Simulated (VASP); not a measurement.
# TiC (Fm-3m) in VASP: further runs, part 2 of 2

VASP 6.6.1. Earlier steps stand in the parts before.

### 4 Single point, r2SCAN

This run uses another cell than the first one, of 9.95 Å³/atom.

Contents of POSCAR:

```
TiC
1.0
    0.0000000000      2.1505860616      2.1505860616
    2.1505860616      0.0000000000      2.1505860616
    2.1505860616      2.1505860616      0.0000000000
Ti C
1 1
Direct
    0.0000000000      0.0000000000      0.0000000000
    0.5000000000      0.5000000000      0.5000000000
```

Contents of INCAR.step1:

```
PREC = Accurate
ENCUT = 520
ISMEAR = 0
SIGMA = 0.1
LREAL = F
LASPH = T
NELM = 80
NBANDS = 15
GGA = PE
ALGO = Normal
EDIFF = 1E-4
LWAVE = T
LCHARG = F
```

Contents of INCAR.step2:

```
PREC = Accurate
ENCUT = 520
EDIFF = 1E-6
ISMEAR = 0
SIGMA = 0.1
LREAL = F
LASPH = T
NELM = 80
ALGO = Normal
ISIF = 2
LWAVE = F
LCHARG = T
METAGGA = R2SCAN
LMIXTAU = T
LELF = T
LVHAR = T
NBANDS = 15
ISTART = 1
```

Contents of KPOINTS:

```
Automatic mesh
0
Gamma
  16 16 16
```

Potentials or basis: VASP PAW PBE potentials, release 64 (Ti_sv, C).

On the command line:

```
$ cat potpaw_PBE.64/Ti_sv/POTCAR potpaw_PBE.64/C/POTCAR > POTCAR
$ cp INCAR.step1 INCAR
$ mpirun -np 1 vasp_std > vasp.out
$ cp INCAR.step2 INCAR
$ mpirun -np 1 vasp_std > vasp.out
```

OUTCAR:

```text
PREC = Accurate
   ENCUT = 520
   EDIFF = 1E-6
   ISMEAR = 0
   LREAL = F
   LASPH = T
   NELM = 80
   ISIF = 2
   METAGGA = R2SCAN
   ISTART = 1

 ion  position               nearest neighbor table
   1  0.000  0.000  0.000-   2 2.15   2 2.15   2 2.15   2 2.15   2 2.15   2 2.15
   2  0.500  0.500  0.500-   1 2.15   1 2.15   1 2.15   1 2.15   1 2.15   1 2.15

  LATTYP: Found a face centered cubic cell.
 ALAT       =     4.3011721232

  Lattice vectors:

 A1 = (   0.0000000000,   2.1505860616,   2.1505860616)
 A2 = (   2.1505860616,   0.0000000000,   2.1505860616)
 A3 = (   2.1505860616,   2.1505860616,   0.0000000000)

Analysis of symmetry for initial positions (statically):
=====================================================================
 Subroutine PRICEL returns:
 Original cell was already a primitive cell.

 Routine SETGRP: Setting up the symmetry group for a
 face centered cubic supercell.

 Subroutine GETGRP returns: Found 48 space group operations
 (whereof 48 operations were pure point group operations)
 out of a pool of 48 trial point group operations.

The static configuration has the point symmetry O_h .

Analysis of symmetry for dynamics (positions and initial velocities):
=====================================================================
 Subroutine PRICEL returns:
 Original cell was already a primitive cell.

 Routine SETGRP: Setting up the symmetry group for a
 face centered cubic supercell.

 Subroutine GETGRP returns: Found 48 space group operations
 (whereof 48 operations were pure point group operations)
 out of a pool of 48 trial point group operations.

The dynamic configuration has the point symmetry O_h .

 Subroutine INISYM returns: Found 48 space group operations
 (whereof 48 operations are pure point group operations),
 and found     1 'primitive' translations

[... 115 lines left out ...]
  volume/ion in A,a.u.               =       9.95        67.12
  Fermi-wavevector in a.u.,A,eV,Ry     =   1.522467  2.877046 31.537039  2.317907
  Thomas-Fermi vector in A             =   2.631043
   LORBIT       =      0    0 simple, 1 ext, 2 COOP (PROOUT), +10 PAW based schemes
   METAGGA = R2SCAN    functional components
   LHFCALC =     F    Hartree Fock is set to
   AEXX    =    0.0000 exact exchange contribution
   IVDW    =     0    specifies the selected vdW correction
   LEPSILON=     F    determine dielectric tensor
   LRPA    =     F    only Hartree local field effects (RPA)
 non-spin polarized calculation
 Gauss-broadening in eV      SIGMA  =   0.10
  energy-cutoff  :      520.00
  volume of cell :       19.89
 maximum number of plane-waves:       548
   NGX = 11   NGY = 11   NGZ = 11

 number of electron      16.0000003 magnetization

 Free energy of the ion-electron system (eV)
  ---------------------------------------------------
  ext. energy  EPLUGINS =         0.00000000
  ---------------------------------------------------
  free energy    TOTEN  =       -24.86047888 eV

  energy without entropy =      -24.85848409  energy(sigma->0) =      -24.85948148

 E-fermi :   9.7336     XC(G=0): -13.7114

 val. band max:        9.7293043702   @ k =   0.4375   0.3750   0.0000
 cond. band min:       9.7439847782   @ k =   0.1250   0.0625   0.0000
 fundamental gap:      0.0146804080
 Fermi energy:         9.7335685295

 k-point     1 :       0.0000    0.0000    0.0000
  band No.  band energies     occupation
      1     -49.1726      2.00000
      2     -24.1397      2.00000
      3     -24.1396      2.00000
      4     -24.1396      2.00000
      5      -3.5672      2.00000
      6      10.6134      0.00000
      7      10.6134      0.00000
      8      10.6134      0.00000
      9      11.4319      0.00000
     10      11.4319      0.00000
     11      11.4319      0.00000
     12      11.5039      0.00000
     13      11.5039      0.00000
     14      21.2578      0.00000
[... 401 lines left out ...]
      2     -24.1920      2.00000
      3     -24.1539      2.00000
      4     -24.1406      2.00000
      5      -3.3217      2.00000
      6       9.4854      1.99955
      7       9.6021      1.93697
      8       9.7708      0.59853
      9      10.7320      0.00000
     10      11.2482      0.00000
     11      12.1413      0.00000
     12      12.7208      0.00000
     13      13.6206      0.00000
     14      21.6900      0.00000
     15      24.7031      0.00000

 [... further k-points ...]
[... 5 lines left out ...]
  --------------------------------------------------------------------------------------
  -------------------------------------------------------------------------------------
  Total        0.7493883      0.7493883      0.7493883     -0.0000000      0.0000000      0.0000000
  in kB       60.3555187     60.3555187     60.3555187     -0.0000000      0.0000000      0.0000000
  external PRESSURE =      60.3555187 kB  Pullay stress =       0.0000000 kB

 VOLUME and BASIS-vectors are now :
 -----------------------------------------------------------------------------
  energy-cutoff  :      520.00
  volume of cell :       19.89
      direct lattice vectors                 reciprocal lattice vectors
     0.000000000  2.150586062  2.150586062    -0.232494765  0.232494765  0.232494765
     2.150586062  0.000000000  2.150586062     0.232494765 -0.232494765  0.232494765
     2.150586062  2.150586062  0.000000000     0.232494765  0.232494765 -0.232494765

 POSITION                                       TOTAL-FORCE (eV/Angst)
 -----------------------------------------------------------------------------------
      0.00000      0.00000      0.00000         0.000000      0.000000     -0.000000
      2.15059      2.15059      2.15059        -0.000000      0.000000      0.000000
 -----------------------------------------------------------------------------------
    total drift:                                0.000000     -0.000000     -0.000000

  FREE ENERGIE OF THE ION-ELECTRON SYSTEM (eV)
  ---------------------------------------------------
  free  energy   TOTEN  =       -24.8604788766 eV

  energy  without entropy=      -24.8584840879  energy(sigma->0) =      -24.85948148
```

Wall time 3.6 min (1 thread of Intel Xeon 8259CL, shared host); peak memory 0.18 GiB.

Results:

```yaml
Free_energy: -24.8605 eV
Pressure: 6.0 GPa
Band_gap_on_the_k_mesh: zero (bands 8 and 9 overlap by 1.33 eV)
```

Caveat: the cell stands under pressure; the PAW data sets were made with another functional, which shifts forces and pressure a little.

### 5 The runs side by side

| cell | gap on the mesh (eV) | pressure (GPa) |
| --- | --- | --- |
| a = 2.993 Å, angles 60.0°, 2 atoms | none | 21.1 |
| a = 3.024 Å, angles 60.0°, 2 atoms | none | 11.0 |
| a = 3.041 Å, angles 60.0°, 2 atoms | none | 6.0 |

Alike in all rows: task single point; level r2SCAN; potentials or basis VASP PAW PBE potentials, release 64 (Ti_sv, C); no spin polarisation; k mesh 16 × 16 × 16; cutoff (eV) 520; smearing gaussian 0.1 eV.

Caveats: the cell stands under pressure; the PAW data sets were made with another functional, which shifts forces and pressure a little.

Total energies depend on the potentials used, so only differences within one code and one set of settings carry meaning.

The gap in the log of VASP goes by the Fermi energy; the results here count the filled bands.